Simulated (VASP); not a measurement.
# Mo6H (P-4m2) in VASP: a series of runs

The runs below take Mo6H through single point, with PBE.

Program: VASP 6.6.1. These are calculated values, not measurements. Logs are shortened: lines on timing, memory, paths and dates and some standing lists are left out, and cuts for length are marked.

## Step 1: The cell of the first run

Symmetry: P-4m2, No. 115, tetragonal system. The conventional cell has a = 3.178 Å, b = 3.178 Å, c = 9.718 Å, α = 90.00°, β = 90.00°, γ = 90.00°. H (site symmetry -4m2) has 4 Mo at 1.87 Å within 2.5 Å. Mo (site symmetry 2mm) has 14 Mo at 2.70 to 3.18 Å within 3.6 Å. Within 2.5 Å of Mo (site symmetry 2mm) lie 2 H at 1.87 Å. Mo (site symmetry 2mm) has 14 Mo at 2.69 to 3.46 Å and 2 H at 2.94 Å within 3.6 Å.

## Step 2: Single point, PBE

Input file INCAR:

```
SYSTEM = Mo6H
ALGO = Normal
EDIFF = 1E-7
ENCUT = 520
GGA = PE
ISIF = 2
ISMEAR = 0
LASPH = .TRUE.
LCHARG = .FALSE.
LREAL = .FALSE.
LWAVE = .FALSE.
NBANDS = 52
NELM = 80
PREC = Accurate
SIGMA = 0.2
```

Input file KPOINTS:

```
k-points
0
G
  5 5 2
  0 0 0
```

Input file POSCAR:

```
Mo6H
1.0
    3.1784969327      0.0000000000      0.0000000000
    0.0000000000      3.1784969327      0.0000000000
    0.0000000000      0.0000000000      9.7179635534
H Mo
1 6
Direct
    0.0000000000      0.0000000000      0.0000000000
    0.5000000000      0.0000000000      0.5773543148
    0.0000000000      0.5000000000      0.4226456852
    0.0000000000      0.5000000000      0.1016803487
    0.5000000000      0.0000000000      0.8983196513
    0.0000000000      0.5000000000      0.7454560505
    0.5000000000      0.0000000000      0.2545439495
```

Potentials or basis: VASP PAW PBE potentials, release 64 (H, Mo_sv).

Command:

```sh
$ cat potpaw_PBE.64/H/POTCAR potpaw_PBE.64/Mo_sv/POTCAR > POTCAR
$ mpirun -np 1 vasp_std > vasp.out
```

OUTCAR:

```text
SYSTEM = Mo6H
   EDIFF = 1E-7
   ENCUT = 520
   GGA = PE
   ISIF = 2
   ISMEAR = 0
   LASPH = .TRUE.
   LREAL = .FALSE.
   NELM = 80
   PREC = Accurate

 ion  position               nearest neighbor table
   1  0.000  0.000  0.000-   4 1.87   5 1.87   4 1.87   5 1.87
   2  0.500  0.000  0.577-   3 2.70   3 2.70   3 2.70   3 2.70   6 2.78   6 2.78   6 2.78   6 2.78
                             5 3.12   7 3.14
   3  0.000  0.500  0.423-   2 2.70   2 2.70   2 2.70   2 2.70   7 2.78   7 2.78   7 2.78   7 2.78
                             4 3.12   6 3.14
   4  0.000  0.500  0.102-   1 1.87   1 1.87   7 2.69   7 2.69   7 2.69   7 2.69   5 2.99   5 2.99
                             5 2.99   5 2.99   3 3.12   6 3.46
   5  0.500  0.000  0.898-   1 1.87   1 1.87   6 2.69   6 2.69   6 2.69   6 2.69   4 2.99   4 2.99
                             4 2.99   4 2.99   2 3.12   7 3.46
   6  0.000  0.500  0.745-   5 2.69   5 2.69   5 2.69   5 2.69   2 2.78   2 2.78   2 2.78   2 2.78
                             3 3.14   4 3.46
   7  0.500  0.000  0.255-   4 2.69   4 2.69   4 2.69   4 2.69   3 2.78   3 2.78   3 2.78   3 2.78
                             2 3.14   5 3.46

  LATTYP: Found a simple tetragonal cell.
 ALAT       =     3.1784969327
 C/A-ratio  =     3.0574085044

  Lattice vectors:

 A1 = (   3.1784969327,   0.0000000000,   0.0000000000)
 A2 = (   0.0000000000,   3.1784969327,   0.0000000000)
 A3 = (   0.0000000000,   0.0000000000,   9.7179635534)

Analysis of symmetry for initial positions (statically):
=====================================================================
 Subroutine PRICEL returns:
 Original cell was already a primitive cell.

 Routine SETGRP: Setting up the symmetry group for a
 simple tetragonal supercell.

 Subroutine GETGRP returns: Found  8 space group operations
 (whereof  8 operations were pure point group operations)
 out of a pool of 16 trial point group operations.

The static configuration has the point symmetry D_2d.

Analysis of symmetry for dynamics (positions and initial velocities):
=====================================================================
 Subroutine PRICEL returns:
 Original cell was already a primitive cell.

 Routine SETGRP: Setting up the symmetry group for a
 simple tetragonal supercell.

 Subroutine GETGRP returns: Found  8 space group operations
 (whereof  8 operations were pure point group operations)
 out of a pool of 16 trial point group operations.

The dynamic configuration has the point symmetry D_2d.

 Subroutine INISYM returns: Found  8 space group operations
 (whereof  8 operations are pure point group operations),
 and found     1 'primitive' translations

[... 98 lines left out ...]
   ISYM   =      2    0-nonsym 1-usesym 2-fastsym
   POTIM  = 0.5000    time-step for ionic-motion
   TEBEG  =    0.0;   TEEND  =   0.0 temperature during run
   PSTRESS=    0.0 pullay stress
   NELECT =      85.0000    total number of electrons
   NUPDOWN=      -1.0000    fix difference up-down
   EMIN   =  10.00;   EMAX   =-10.00  energy-range for DOS
   EFERMI =   0.00;   METHOD = LEGACY
   ISMEAR =     0;   SIGMA  =   0.20  broadening in eV -4-tet -1-fermi 0-gaus
   EFERMI_NEDOS =   21; number of points for ismear=-14 and -15
   IALGO  =     38    algorithm
   IMIX   =      4    mixing-type and parameters
     AMIX     =   0.40;   BMIX     =  1.00
     AMIX_MAG =   1.60;   BMIX_MAG =  1.00
  volume/ion in A,a.u.               =      14.03        94.65
  Fermi-wavevector in a.u.,A,eV,Ry     =   1.560300  2.948540 33.123886  2.434537
  Thomas-Fermi vector in A             =   2.663532
   LORBIT       =      0    0 simple, 1 ext, 2 COOP (PROOUT), +10 PAW based schemes
   GGA     = PE    functional components
   LHFCALC =     F    Hartree Fock is set to
   AEXX    =    0.0000 exact exchange contribution
   IVDW    =     0    specifies the selected vdW correction
   LEPSILON=     F    determine dielectric tensor
   LRPA    =     F    only Hartree local field effects (RPA)
 non-spin polarized calculation
 Gauss-broadening in eV      SIGMA  =   0.20
  energy-cutoff  :      520.00
  volume of cell :       98.18
 maximum number of plane-waves:      2666
 NGX is ok and might be reduce to    24
   NGX = 11   NGY = 11   NGZ = 37

 number of electron      85.0000014 magnetization

 Free energy of the ion-electron system (eV)
  ---------------------------------------------------
  ext. energy  EPLUGINS =         0.00000000
  ---------------------------------------------------
  free energy    TOTEN  =       -68.44175498 eV

  energy without entropy =      -68.36252641  energy(sigma->0) =      -68.40214070

 E-fermi :  12.1114     XC(G=0): -13.2136

 val. band max:       11.9909031385   @ k =   0.4000   0.2000   0.0000
 cond. band min:      12.1539685214   @ k =   0.4000   0.0000   0.5000
 fundamental gap:      0.1630653829
 Fermi energy:        12.1114387204

 k-point     1 :       0.0000    0.0000    0.0000
  band No.  band energies     occupation
      1     -49.2055      2.00000
      2     -49.1275      2.00000
      3     -49.0810      2.00000
      4     -48.9009      2.00000
      5     -48.8649      2.00000
      6     -48.7943      2.00000
[... 649 lines left out ...]
     51      14.2754      0.00000
     52      14.2792      0.00000

------------------------ aborting loop because EDIFF is reached ----------------------------------------

  FORCE on cell =-STRESS in cart. coord.  units (eV):
  Direction    XX          YY          ZZ          XY          YZ          ZX
  --------------------------------------------------------------------------------------
  -------------------------------------------------------------------------------------
  Total        0.4025153      0.4025153      0.3083381      0.0000000      0.0000000      0.0000000
  in kB        6.5686195      6.5686195      5.0317477      0.0000000      0.0000000      0.0000000
  external PRESSURE =       6.0563289 kB  Pullay stress =       0.0000000 kB

 VOLUME and BASIS-vectors are now :
 -----------------------------------------------------------------------------
  energy-cutoff  :      520.00
  volume of cell :       98.18
      direct lattice vectors                 reciprocal lattice vectors
     3.178496933  0.000000000  0.000000000     0.314614115  0.000000000  0.000000000
     0.000000000  3.178496933  0.000000000     0.000000000  0.314614115  0.000000000
     0.000000000  0.000000000  9.717963553     0.000000000  0.000000000  0.102902218

 POSITION                                       TOTAL-FORCE (eV/Angst)
 -----------------------------------------------------------------------------------
      0.00000      0.00000      0.00000         0.000000      0.000000      0.000000
      1.58925      0.00000      5.61071        -0.000000      0.000000     -0.005842
      0.00000      1.58925      4.10726         0.000000      0.000000      0.005842
      0.00000      1.58925      0.98813         0.000000      0.000000      0.001119
      1.58925      0.00000      8.72984         0.000000     -0.000000     -0.001119
      0.00000      1.58925      7.24431         0.000000      0.000000      0.005924
      1.58925      0.00000      2.47365         0.000000      0.000000     -0.005924
 -----------------------------------------------------------------------------------
    total drift:                                0.000000      0.000000     -0.000000

  FREE ENERGIE OF THE ION-ELECTRON SYSTEM (eV)
  ---------------------------------------------------
  free  energy   TOTEN  =       -68.4417549834 eV

  energy  without entropy=      -68.3625264139  energy(sigma->0) =      -68.40214070
```

OSZICAR:

```text
N       E                     dE             d eps       ncg     rms          rms(c)
DAV:   1     0.108536489246E+04    0.10854E+04   -0.52563E+04  1248   0.170E+03
DAV:   2    -0.278909809080E+02   -0.11133E+04   -0.10883E+04  1340   0.551E+02
DAV:   3    -0.718670034313E+02   -0.43976E+02   -0.42652E+02  1632   0.994E+01
DAV:   4    -0.728361092976E+02   -0.96911E+00   -0.95177E+00  1508   0.121E+01
DAV:   5    -0.728601050170E+02   -0.23996E-01   -0.23899E-01  1572   0.174E+00    0.366E+01
DAV:   6    -0.690029413215E+02    0.38572E+01   -0.97664E+00  1384   0.173E+01    0.980E+00
DAV:   7    -0.688472172430E+02    0.15572E+00   -0.41705E+00  1600   0.124E+01    0.428E+00
DAV:   8    -0.684623978064E+02    0.38482E+00   -0.21045E+00  1576   0.719E+00    0.204E+00
DAV:   9    -0.684431808670E+02    0.19217E-01   -0.15980E-01  1580   0.235E+00    0.730E-01
DAV:  10    -0.684431161168E+02    0.64750E-04   -0.24048E-02  1648   0.109E+00    0.355E-01
DAV:  11    -0.684418152533E+02    0.13009E-02   -0.69414E-03  1532   0.632E-01    0.189E-01
DAV:  12    -0.684417656986E+02    0.49555E-04   -0.61841E-04  1664   0.160E-01    0.753E-02
DAV:  13    -0.684417565226E+02    0.91760E-05   -0.93722E-05  1388   0.655E-02    0.182E-02
DAV:  14    -0.684417554942E+02    0.10284E-05   -0.84452E-06  1676   0.193E-02    0.906E-03
DAV:  15    -0.684417550737E+02    0.42055E-06   -0.16649E-06  1576   0.794E-03    0.202E-03
DAV:  16    -0.684417549193E+02    0.15435E-06   -0.87781E-08   876   0.215E-03    0.876E-04
DAV:  17    -0.684417549834E+02   -0.64110E-07   -0.12354E-08   800   0.790E-04
   1 F= -.68441755E+02 E0= -.68402141E+02  d E =-.792286E-01
```

stdout:

```text
POSCAR found type information on POSCAR H Mo
 POSCAR found :  2 types and       7 ions
 scaLAPACK will be used
 LDA part: xc-table for (Slater+PW92), standard interpolation
 POSCAR, INCAR and KPOINTS ok, starting setup
 FFT: planning ... GRIDC
 FFT: planning ... GRID_SOFT
 FFT: planning ... GRID
 WAVECAR not read
 entering main loop
```

It took 29 s on 1 thread of Intel Xeon 6975P-C (Granite Rapids), shared host; peak memory 0.2 GiB.

Results:

* Free energy: -68.4418 eV
* Pressure: 0.6 GPa
* Largest force: 0.006 eV/Å

Forces on the atoms (eV/Å):
```
H    0.000  0.000  0.000
Mo   0.000  0.000 -0.006
Mo   0.000  0.000  0.006
Mo   0.000  0.000  0.001
Mo   0.000  0.000 -0.001
Mo   0.000  0.000  0.006
Mo   0.000  0.000 -0.006
```

Caveat: the k points lie up to 0.40 Å⁻¹ apart.

## Step 3: Single point, PBE

This run uses another cell than the first one, of 13.99 Å³/atom, 0.998 times its volume.

Input file INCAR:

```
  ALGO = Normal
  EDIFF = 1E-7
  ENCUT = 520
  GGA = PE
  ISIF = 2
  ISMEAR = 0
  LASPH = True
  LCHARG = False
  LREAL = False
  LWAVE = False
  NBANDS = 52
  NELM = 80
  PREC = Accurate
  SIGMA = 0.2
```

Input file KPOINTS:

```
k-points
0
Gamma
  6 6 2
```

Input file POSCAR:

```
Mo6H
1.0
    3.1808378261      0.0000000000      0.0000000000
    0.0000000000      3.1808378261      0.0000000000
    0.0000000000      0.0000000000      9.6811275061
H Mo
1 6
Direct
    0.0000000000      0.0000000000      1.0000000000
    0.5000000000      0.0000000000      0.5788700368
    0.0000000000      0.5000000000      0.4211299632
    0.0000000000      0.5000000000      0.0993383353
    0.5000000000      0.0000000000      0.9006616647
    0.0000000000      0.5000000000      0.7446477483
    0.5000000000      0.0000000000      0.2553522517
```

Potentials or basis: VASP PAW PBE potentials, release 64 (H, Mo_sv).

Command:

```sh
$ cat potpaw_PBE.64/H/POTCAR potpaw_PBE.64/Mo_sv/POTCAR > POTCAR
$ mpirun -np 1 vasp_std > vasp.out
```

Run time: 47 s. Hardware: 1 thread of Intel Xeon 6975P-C (Granite Rapids), shared host; peak memory 0.23 GiB.

Results (log left out):

```
Free energy   : -68.5226 eV
Pressure      : 0.5 GPa
Largest force : 0.143 eV/Å
```

Forces on the atoms (eV/Å):
```
H    0.000  0.000  0.000
Mo   0.000  0.000 -0.056
Mo   0.000  0.000  0.056
Mo   0.000  0.000 -0.143
Mo   0.000  0.000  0.143
Mo   0.000  0.000 -0.019
Mo   0.000  0.000  0.019
```

Stress tensor (GPa, compression positive):
```
0.60 0.00 0.00
0.00 0.60 0.00
0.00 0.00 0.39
```

Levels at points of the mesh, in eV from the Fermi level:
```csv
k point,band 39,band 40,band 41,band 42,band 43,band 44,band 45,band 46
"(0.00, 0.00, 0.00)",-1.21,-1.21,-1.20,-1.15,-0.59,-0.19,0.47,0.47
"(0.50, 0.00, 0.00)",-0.79,-0.75,-0.66,-0.64,-0.34,-0.26,0.69,0.91
"(0.50, 0.50, 0.00)",-1.40,-1.39,0.57,1.51,1.51,1.51,1.82,1.82
"(0.00, 0.00, 0.50)",-1.26,-0.99,-0.77,-0.77,-0.60,-0.60,0.35,0.41
"(0.50, 0.00, 0.50)",-1.76,-1.58,-0.84,-0.06,0.02,0.32,1.04,1.19
"(0.50, 0.50, 0.50)",-1.00,0.13,0.19,0.28,1.54,1.54,1.76,1.76
```
